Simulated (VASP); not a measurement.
# Mo (Im-3m) in VASP: further runs

Runs on Mo. Level: r2SCAN. Tasks: single point.

Program: VASP 6.6.1. These are calculated values, not measurements. Logs are shortened: lines on timing, memory, paths and dates and some standing lists are left out, and cuts for length are marked.

**1. The cell of the first run**

Symmetry: Im-3m, No. 229, cubic system. The conventional cell has a = 3.147 Å, b = 3.147 Å, c = 3.147 Å, α = 90.00°, β = 90.00°, γ = 90.00°. Mo (site symmetry m-3m) has 14 Mo at 2.73 to 3.15 Å within 3.6 Å.

**2. Single point, r2SCAN**

The input, POSCAR:

```
Mo
1.0
   -1.5734150000      1.5734150000      1.5734150000
    1.5734150000     -1.5734150000      1.5734150000
    1.5734150000      1.5734150000     -1.5734150000
Mo
1
Direct
    0.0000000000      0.0000000000      0.0000000000
```

The input, INCAR.step1:

```
SYSTEM = Mo
PREC     = Accurate       ! precision mode
ENCUT    = 520            ! plane-wave cutoff, eV
ISMEAR   = 0              ! smearing method
SIGMA    = 0.1            ! smearing width, eV
LREAL    = .False.        ! projectors in reciprocal space
LASPH    = .True.         ! aspherical terms in the spheres
NELM     = 60             ! most SCF steps
NBANDS   = 13             ! bands
GGA      = PE             ! functional
ALGO     = Normal         ! electronic algorithm
EDIFF    = 1E-4           ! SCF threshold, eV
LWAVE    = .True.         ! write WAVECAR
LCHARG   = .False.        ! write CHGCAR
```

The input, INCAR.step2:

```
SYSTEM = Mo
PREC     = Accurate       ! precision mode
ENCUT    = 520            ! plane-wave cutoff, eV
EDIFF    = 1E-6           ! SCF threshold, eV
ISMEAR   = 0              ! smearing method
SIGMA    = 0.1            ! smearing width, eV
LREAL    = .False.        ! projectors in reciprocal space
LASPH    = .True.         ! aspherical terms in the spheres
NELM     = 60             ! most SCF steps
ALGO     = Normal         ! electronic algorithm
ISIF     = 2              ! what is computed and relaxed
LWAVE    = .False.        ! write WAVECAR
LCHARG   = .True.         ! write CHGCAR
METAGGA  = R2SCAN         ! meta-GGA
LMIXTAU  = .True.       
LELF     = .True.         ! ELF
LVHAR    = .True.       
NBANDS   = 13             ! bands
ISTART   = 1
```

The input, KPOINTS:

```
regular mesh
0
Gamma
  8 8 8
  0 0 0
```

Potentials or basis: VASP PAW PBE potentials, release 64 (Mo_sv).

Launch:

```sh
> cat potpaw_PBE.64/Mo_sv/POTCAR > POTCAR
> cp INCAR.step1 INCAR
> mpirun -np 1 vasp_std > vasp.out
> cp INCAR.step2 INCAR
> mpirun -np 1 vasp_std > vasp.out
```

OUTCAR:

```text
SYSTEM = Mo
   PREC = Accurate
   ENCUT = 520
   EDIFF = 1E-6
   ISMEAR = 0
   LREAL = .False.
   LASPH = .True.
   NELM = 60
   ISIF = 2
   METAGGA = R2SCAN
   ISTART = 1

 ion  position               nearest neighbor table
   1  0.000  0.000  0.000-

  LATTYP: Found a body centered cubic cell.
 ALAT       =     3.1468300000

  Lattice vectors:

 A1 = (  -1.5734150000,   1.5734150000,   1.5734150000)
 A2 = (   1.5734150000,  -1.5734150000,   1.5734150000)
 A3 = (   1.5734150000,   1.5734150000,  -1.5734150000)

Analysis of symmetry for initial positions (statically):
=====================================================================
 Subroutine PRICEL returns:
 Original cell was already a primitive cell.

 Routine SETGRP: Setting up the symmetry group for a
 body centered cubic supercell.

 Subroutine GETGRP returns: Found 48 space group operations
 (whereof 48 operations were pure point group operations)
 out of a pool of 48 trial point group operations.

The static configuration has the point symmetry O_h .

Analysis of symmetry for dynamics (positions and initial velocities):
=====================================================================
 Subroutine PRICEL returns:
 Original cell was already a primitive cell.

 Routine SETGRP: Setting up the symmetry group for a
 body centered cubic supercell.

 Subroutine GETGRP returns: Found 48 space group operations
 (whereof 48 operations were pure point group operations)
 out of a pool of 48 trial point group operations.

The dynamic configuration has the point symmetry O_h .

 Subroutine INISYM returns: Found 48 space group operations
 (whereof 48 operations are pure point group operations),
 and found     1 'primitive' translations

----------------------------------------------------------------------------------------

                                     Primitive cell

  volume of cell :      15.5808

  direct lattice vectors                    reciprocal lattice vectors
    -1.573415000  1.573415000  1.573415000     0.000000000  0.317780115  0.317780115
     1.573415000 -1.573415000  1.573415000     0.317780115  0.000000000  0.317780115
     1.573415000  1.573415000 -1.573415000     0.317780115  0.317780115  0.000000000

  length of vectors
     2.725234721  2.725234721  2.725234721     0.449408949  0.449408949  0.449408949

  position of ions in fractional coordinates (direct lattice)
     0.000000000  0.000000000  0.000000000

  ion indices of the primitive-cell ions
   primitive index   ion index
                 1           1

----------------------------------------------------------------------------------------

 KPOINTS: regular mesh

Automatic generation of k-mesh.
 Grid dimensions read from file:
 generate k-points for:    8    8    8

 Generating k-lattice:

  Cartesian coordinates                     Fractional coordinates (reciprocal lattice)
     0.000000000  0.039722514  0.039722514     0.125000000  0.000000000  0.000000000
     0.039722514  0.000000000  0.039722514     0.000000000  0.125000000  0.000000000
     0.039722514  0.039722514  0.000000000     0.000000000  0.000000000  0.125000000

  Length of vectors
     0.056176119  0.056176119  0.056176119

  Shift w.r.t. Gamma in fractional coordinates (k-lattice)
     0.000000000  0.000000000  0.000000000

 Subroutine IBZKPT returns following result:
 ===========================================

 Found     29 irreducible k-points:

 Following reciprocal coordinates:
            Coordinates               Weight
  0.000000  0.000000  0.000000      1.000000
  0.125000  0.000000  0.000000     12.000000
  0.250000  0.000000  0.000000     12.000000
  0.375000  0.000000  0.000000     12.000000
  0.500000  0.000000  0.000000      6.000000
  0.125000  0.125000  0.000000     24.000000
[... 16 lines left out ...]
 -0.250000  0.250000  0.250000      6.000000
 -0.375000  0.375000  0.250000     24.000000
 [... further k-points ...]
   k-points           NKPTS =     29   k-points in BZ     NKDIM =     29   number of bands    NBANDS=     13
   number of dos      NEDOS =    301   number of ions     NIONS =      1
   total plane-waves  NPLWV =   8000
   dimension x,y,z NGX =    20 NGY =   20 NGZ =   20
   dimension x,y,z NGXF=    40 NGYF=   40 NGZF=   40
   ions per type =               1
   NGX,Y,Z   is equivalent  to a cutoff of  12.20, 12.20, 12.20 a.u.
   NGXF,Y,Z  is equivalent  to a cutoff of  24.40, 24.40, 24.40 a.u.
 SYSTEM =  Mo
   PREC   = accura    normal or accurate (medium, high low for compatibility)
   ISTART =      1    job   : 0-new  1-cont  2-samecut
   ICHARG =      0    charge: 1-file 2-atom 10-const
   ISPIN  =      1    spin polarized calculation?
   LNONCOLLINEAR =      F non collinear calculations
   LSORBIT =      F    spin-orbit coupling
   LASPH  =      T    aspherical Exc in radial PAW
   ENCUT  =  520.0 eV  38.22 Ry    6.18 a.u.   5.07  5.07  5.07*2*pi/ulx,y,z
   NELM   =     60;   NELMIN=  2; NELMDL=  0     # of ELM steps
   EDIFF  = 0.1E-05   stopping-criterion for ELM
   LREAL  =      F    real-space projection
   EDIFFG = 0.1E-04   stopping-criterion for IOM
   NSW    =      0    number of steps for IOM
   IBRION =     -1    ionic relax: 0-MD 1-quasi-New 2-CG
   NFREE  =      0    steps in history (QN), initial steepest desc. (CG)
   ISIF   =      2    stress and relaxation
   ISYM   =      2    0-nonsym 1-usesym 2-fastsym
   POTIM  = 0.5000    time-step for ionic-motion
   TEBEG  =    0.0;   TEEND  =   0.0 temperature during run
   PSTRESS=    0.0 pullay stress
   NELECT =      14.0000    total number of electrons
   NUPDOWN=      -1.0000    fix difference up-down
   EMIN   =  10.00;   EMAX   =-10.00  energy-range for DOS
   EFERMI =   0.00;   METHOD = LEGACY
   ISMEAR =     0;   SIGMA  =   0.10  broadening in eV -4-tet -1-fermi 0-gaus
   EFERMI_NEDOS =   21; number of points for ismear=-14 and -15
   IALGO  =     38    algorithm
   IMIX   =      4    mixing-type and parameters
     AMIX     =   0.40;   BMIX     =  1.00
     AMIX_MAG =   1.60;   BMIX_MAG =  1.00
  volume/ion in A,a.u.               =      15.58       105.14
  Fermi-wavevector in a.u.,A,eV,Ry     =   1.579747  2.985289 33.954710  2.495601
  Thomas-Fermi vector in A             =   2.680079
   LORBIT       =      0    0 simple, 1 ext, 2 COOP (PROOUT), +10 PAW based schemes
   METAGGA = R2SCAN    functional components
   LHFCALC =     F    Hartree Fock is set to
   AEXX    =    0.0000 exact exchange contribution
   IVDW    =     0    specifies the selected vdW correction
   LEPSILON=     F    determine dielectric tensor
   LRPA    =     F    only Hartree local field effects (RPA)
 non-spin polarized calculation
 Gauss-broadening in eV      SIGMA  =   0.10
  energy-cutoff  :      520.00
  volume of cell :       15.58
 maximum number of plane-waves:       429
   NGX = 11   NGY = 11   NGZ = 11

 number of electron      14.0000001 magnetization

 Free energy of the ion-electron system (eV)
  ---------------------------------------------------
  ext. energy  EPLUGINS =         0.00000000
  ---------------------------------------------------
  free energy    TOTEN  =       -26.05849920 eV

  energy without entropy =      -26.05469377  energy(sigma->0) =      -26.05659649

 E-fermi :  12.4960     XC(G=0): -14.6605

 val. band max:       12.3188257966   @ k =   0.3750   0.1250   0.0000
 cond. band min:      12.5129404088   @ k =  -0.2500   0.2500   0.1250
 fundamental gap:      0.1941146122
 Fermi energy:        12.4959864639

 k-point     1 :       0.0000    0.0000    0.0000
  band No.  band energies     occupation
      1     -50.6426      2.00000
      2     -23.1045      2.00000
      3     -23.1045      2.00000
      4     -23.1045      2.00000
      5       4.9272      2.00000
      6      11.1633      2.00000
      7      11.1633      2.00000
      8      11.1633      2.00000
      9      14.5122      0.00000
     10      14.5122      0.00000
     11      28.1002      0.00000
     12      28.1002      0.00000
     13      28.1002      0.00000

 k-point     2 :       0.1250    0.0000    0.0000
  band No.  band energies     occupation
      1     -50.6000      2.00000
      2     -23.3414      2.00000
      3     -23.1772      2.00000
      4     -23.1062      2.00000
      5       5.6236      2.00000
      6      10.7750      2.00000
      7      11.0639      2.00000
      8      11.8352      2.00000
      9      14.0396      0.00000
     10      14.5262      0.00000
     11      28.5346      0.00000
     12      29.2813      0.00000
     13      29.2965      0.00000

 k-point     3 :       0.2500    0.0000    0.0000
  band No.  band energies     occupation
      1     -50.4961      2.00000
      2     -23.8914      2.00000
      3     -23.3493      2.00000
      4     -23.1106      2.00000
      5       7.0133      2.00000
      6       9.9560      2.00000
      7      10.9412      2.00000
      8      13.6967      0.00000
      9      13.9045      0.00000
     10      14.6680      0.00000
     11      28.0927      0.00000
     12      29.5232      0.00000
     13      32.4574      0.00000
[... 305 lines left out ...]
 k-point    23 :      -0.2500    0.2500    0.2500
  band No.  band energies     occupation
      1     -50.3710      2.00000
      2     -23.9214      2.00000
      3     -23.6164      2.00000
      4     -23.6164      2.00000
      5       8.6322      2.00000
      6       9.8710      2.00000
      7      11.9199      2.00000
      8      11.9199      2.00000
      9      13.5026      0.00000
     10      16.3355      0.00000
     11      28.6451      0.00000
     12      31.6181      0.00000
     13      32.0968      0.00000

 k-point    24 :      -0.3750    0.3750    0.2500
  band No.  band energies     occupation
      1     -50.2810      2.00000
      2     -24.2324      2.00000
      3     -23.7985      2.00000
      4     -23.6623      2.00000
      5       8.4913      2.00000
      6       9.0858      2.00000
      7      11.9139      2.00000
      8      12.8135      0.00001
      9      15.6077      0.00000
     10      17.9197      0.00000
     11      27.1110      0.00000
     12      29.2239      0.00000
     13      30.3143      0.00000

 [... further k-points ...]

------------------------ aborting loop because EDIFF is reached ----------------------------------------

  FORCE on cell =-STRESS in cart. coord.  units (eV):
  Direction    XX          YY          ZZ          XY          YZ          ZX
  --------------------------------------------------------------------------------------
  -------------------------------------------------------------------------------------
  Total        0.3023308      0.3023308      0.3023308      0.0000000      0.0000000      0.0000000
  in kB       31.0887375     31.0887375     31.0887375      0.0000000      0.0000000      0.0000000
  external PRESSURE =      31.0887375 kB  Pullay stress =       0.0000000 kB

 VOLUME and BASIS-vectors are now :
 -----------------------------------------------------------------------------
  energy-cutoff  :      520.00
  volume of cell :       15.58
      direct lattice vectors                 reciprocal lattice vectors
    -1.573415000  1.573415000  1.573415000     0.000000000  0.317780115  0.317780115
     1.573415000 -1.573415000  1.573415000     0.317780115  0.000000000  0.317780115
     1.573415000  1.573415000 -1.573415000     0.317780115  0.317780115  0.000000000

 POSITION                                       TOTAL-FORCE (eV/Angst)
 -----------------------------------------------------------------------------------
      0.00000      0.00000      0.00000         0.000000      0.000000     -0.000000
 -----------------------------------------------------------------------------------
    total drift:                                0.000000     -0.000000      0.000000

  FREE ENERGIE OF THE ION-ELECTRON SYSTEM (eV)
  ---------------------------------------------------
  free  energy   TOTEN  =       -26.0584991981 eV

  energy  without entropy=      -26.0546937747  energy(sigma->0) =      -26.05659649
```

Run time: 43 s. Hardware: 1 thread of Intel Xeon 8259CL, shared host; peak memory 0.13 GiB.

What came out:

- Free energy: -26.0585 eV
- Pressure: 3.1 GPa
- Band gap on the k mesh: zero (bands 7 and 8 overlap by 5.59 eV)

Levels at points of the mesh, in eV from the Fermi level:
| k point | band 3 | band 4 | band 5 | band 6 | band 7 | band 8 | band 9 | band 10 | band 11 | band 12 |
| --- | --- | --- | --- | --- | --- | --- | --- | --- | --- | --- |
| (0.00, 0.00, 0.00) | -35.60 | -35.60 | -7.57 | -1.33 | -1.33 | -1.33 | 2.02 | 2.02 | 15.60 | 15.60 |
| (0.50, 0.00, 0.00) | -36.08 | -35.61 | -5.52 | -3.50 | 1.70 | 1.99 | 2.70 | 5.04 | 12.39 | 12.62 |
| (0.50, 0.50, 0.50) | -36.64 | -36.64 | -5.57 | -5.57 | 4.25 | 4.25 | 4.25 | 9.61 | 9.61 | 9.61 |

Caveat: the cell stands under pressure; the PAW data sets were made with another functional, which shifts forces and pressure a little.

**3. Single point, r2SCAN**

This run uses another cell than the first one, of 13.77 Å³/atom.

The input, POSCAR:

```
Mo
1.0
   -1.5100787081      1.5100787081      1.5100787081
    1.5100787081     -1.5100787081      1.5100787081
    1.5100787081      1.5100787081     -1.5100787081
Mo
1
Direct
    0.0000000000      0.0000000000      0.0000000000
```

The input, INCAR.step1:

```
PREC     = Accurate       # precision mode
ENCUT    = 520            # plane-wave cutoff, eV
ISMEAR   = 0              # smearing method
SIGMA    = 0.1            # smearing width, eV
LREAL    = F              # projectors in reciprocal space
LASPH    = T              # aspherical terms in the spheres
NELM     = 100            # most SCF steps
NBANDS   = 13             # bands
GGA      = PE             # functional
ALGO     = Normal         # electronic algorithm
EDIFF    = 1E-4           # SCF threshold, eV
LWAVE    = T              # write WAVECAR
LCHARG   = F              # write CHGCAR
```

The input, INCAR.step2:

```
PREC     = Accurate       # precision mode
ENCUT    = 520            # plane-wave cutoff, eV
EDIFF    = 1E-6           # SCF threshold, eV
ISMEAR   = 0              # smearing method
SIGMA    = 0.1            # smearing width, eV
LREAL    = F              # projectors in reciprocal space
LASPH    = T              # aspherical terms in the spheres
NELM     = 100            # most SCF steps
ALGO     = Normal         # electronic algorithm
ISIF     = 2              # what is computed and relaxed
LWAVE    = F              # write WAVECAR
LCHARG   = T              # write CHGCAR
METAGGA  = R2SCAN         # meta-GGA
LMIXTAU  = T            
LELF     = T              # ELF
LVHAR    = T            
NBANDS   = 13             # bands
ISTART   = 1
```

The input, KPOINTS:

```
regular mesh
0
Gamma
  18 18 18
```

Potentials or basis: VASP PAW PBE potentials, release 64 (Mo_sv).

Launch:

```sh
> cat potpaw_PBE.64/Mo_sv/POTCAR > POTCAR
> cp INCAR.step1 INCAR
> mpirun -np 1 vasp_std > vasp.out
> cp INCAR.step2 INCAR
> mpirun -np 1 vasp_std > vasp.out
```

It took 3.3 min on 1 thread of Intel Xeon 8259CL, shared host; peak memory 0.16 GiB.

Results (log left out):

* Free energy: -25.8258 eV
* Pressure: 47.0 GPa
* Band gap on the k mesh: zero (bands 7 and 8 overlap by 6.63 eV)

Levels at points of the mesh, in eV from the Fermi level:
```csv
k point,band 4,band 5,band 6,band 7,band 8,band 9,band 10,band 11
"(0.00, 0.00, 0.00)",-35.44,-8.05,-1.75,-1.75,-1.75,2.07,2.07,15.59
"(0.50, 0.00, 0.00)",-35.46,-6.48,-4.31,2.15,2.17,2.96,5.86,12.69
"(0.50, 0.50, 0.50)",-36.93,-6.82,-6.82,4.88,4.88,4.88,10.56,10.56
```

Caveat: the cell stands under pressure; the PAW data sets were made with another functional, which shifts forces and pressure a little.

**4. Single point, r2SCAN**

This run uses another cell than the first one, of 13.77 Å³/atom.

The input, POSCAR:

```
Mo
1.0
   -1.5098789352      1.5098789352      1.5098789352
    1.5098789352     -1.5098789352      1.5098789352
    1.5098789352      1.5098789352     -1.5098789352
Mo
1
Direct
    0.0000000000      0.0000000000      0.0000000000
```

The input, INCAR.step1:

```
SYSTEM = Mo
PREC = Accurate
ENCUT = 520
ISMEAR = 0
SIGMA = 0.1
LREAL = .False.
LASPH = .True.
NELM = 60
NBANDS = 13
GGA = PE
ALGO = Normal
EDIFF = 1E-4
LWAVE = .True.
LCHARG = .False.
```

The input, INCAR.step2:

```
SYSTEM = Mo
PREC = Accurate
ENCUT = 520
EDIFF = 1E-6
ISMEAR = 0
SIGMA = 0.1
LREAL = .False.
LASPH = .True.
NELM = 60
ALGO = Normal
ISIF = 2
LWAVE = .False.
LCHARG = .True.
METAGGA = R2SCAN
LMIXTAU = .True.
LELF = .True.
LVHAR = .True.
NBANDS = 13
ISTART = 1
```

The input, KPOINTS:

```
Automatic mesh
0
Gamma
  20 20 20
  0 0 0
```

Launch:

```sh
> cat potpaw_PBE.64/Mo_sv/POTCAR > POTCAR
> cp INCAR.step1 INCAR
> mpirun -np 1 vasp_std > vasp.out
> cp INCAR.step2 INCAR
> mpirun -np 1 vasp_std > vasp.out
```

It took 3.4 min on 1 thread of Intel Xeon 8259CL, shared host; peak memory 0.16 GiB.

Results (log left out):

```yaml
Free_energy: -25.8263 eV
Pressure: 47.0 GPa
Band_gap_on_the_k_mesh: zero (bands 7 and 8 overlap by 6.64 eV)
```

Levels at points of the mesh, in eV from the Fermi level:
```csv
k point,band 5,band 6,band 7,band 8,band 9,band 10
"(0.00, 0.00, 0.00)",-8.07,-1.77,-1.77,-1.77,2.06,2.06
"(0.50, 0.00, 0.00)",-6.50,-4.33,2.14,2.16,2.95,5.85
"(0.50, 0.50, 0.50)",-6.84,-6.84,4.87,4.87,4.87,10.55
```

Caveat: the cell stands under pressure; the PAW data sets were made with another functional, which shifts forces and pressure a little.

**5. Overview**

```tsv
cell	k mesh	gap on the mesh (eV)	pressure (GPa)
a = 2.725 Å, angles 109.5°, 1 atom	8 × 8 × 8	none	3.1
a = 2.616 Å, angles 109.5°, 1 atom	18 × 18 × 18	none	47.0
a = 2.615 Å, angles 109.5°, 1 atom	20 × 20 × 20	none	47.0
```

Alike in all rows: task single point; level r2SCAN; potentials or basis VASP PAW PBE potentials, release 64 (Mo_sv); no spin polarisation; cutoff (eV) 520; smearing gaussian 0.1 eV.

Caveats: the cell stands under pressure; the PAW data sets were made with another functional, which shifts forces and pressure a little.

Absolute energies hang on the potentials; compare differences alone.

The gap in the log of VASP goes by the Fermi energy; the results here count the filled bands.